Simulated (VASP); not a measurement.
**Al3Cu: single point with PBEsol**

The system is Al3Cu.

```
Al Cu
1.0
     2.61290    0.00000    0.00000
     0.00000    2.94646    0.00000
     0.00000    0.00000    7.60296
Al Cu
3 1
Direct
  0.00000 0.00000 0.50000
  0.50000 0.50000 0.22069
  0.50000 0.50000 0.77931
  0.00000 0.00000 0.00000
```

This cell differs from its parent crystal: strain -0.0600 x Voigt [1, -1, 0, 0, 0, 0].

* Program: VASP 6.6.1
* Task: single point
* Functional: PBEsol
* Potentials or basis: VASP PAW PBE potentials, release 64 (Al, Cu)
* Cutoff: 520 eV
* k mesh: 18 × 18 × 6
* Occupations: gaussian, width 0.15 eV
* Spin: no spin polarisation
* Dipole correction: no
* Further INCAR settings: ALGO = Fast; EDIFF = 1e-06; NBANDS = 18

```yaml
Pressure: 1.4 GPa
Largest_force: 0.044 eV/Å
Band_gap_on_the_k_mesh: zero (bands 10 and 11 overlap by 6.60 eV)
```

Forces on the atoms (eV/Å):
```
Al   0.000  0.000  0.000
Al   0.000  0.000  0.044
Al   0.000  0.000 -0.044
Cu   0.000  0.000  0.000
```

Stress tensor (GPa, compression positive):
```
 8.48  0.00  0.00
 0.00 -3.18  0.00
 0.00  0.00 -1.07
```

Levels at points of the mesh, in eV from the Fermi level:
```tsv
k point	band 8	band 9	band 10	band 11	band 12	band 13
(0.00, 0.00, 0.00)	-3.27	-1.87	0.38	4.48	5.71	6.96
(0.50, 0.00, 0.00)	-3.63	-3.44	-1.87	-1.32	3.10	4.47
(0.00, 0.50, 0.00)	-3.54	-3.44	-2.84	-2.48	2.15	3.24
(0.50, 0.50, 0.00)	-0.38	-0.29	-0.04	0.10	0.38	0.80
(0.00, 0.00, 0.50)	-3.50	-3.27	3.94	5.11	5.14	5.44
(0.50, 0.00, 0.50)	-3.70	-2.38	-0.54	-0.43	0.68	1.37
(0.00, 0.50, 0.50)	-3.44	-2.93	-1.61	-1.57	-0.53	0.17
(0.50, 0.50, 0.50)	-1.54	-1.52	-0.45	-0.42	0.71	1.65
```

It took 13 min on 1 thread of Intel Xeon 8259CL (shared host), peak memory 0.48 GiB.

Caveat: the cell differs from its parent crystal (strain -0.0600 x Voigt [1, -1, 0, 0, 0, 0]); the PAW data sets were made with another functional, which shifts forces and pressure a little.
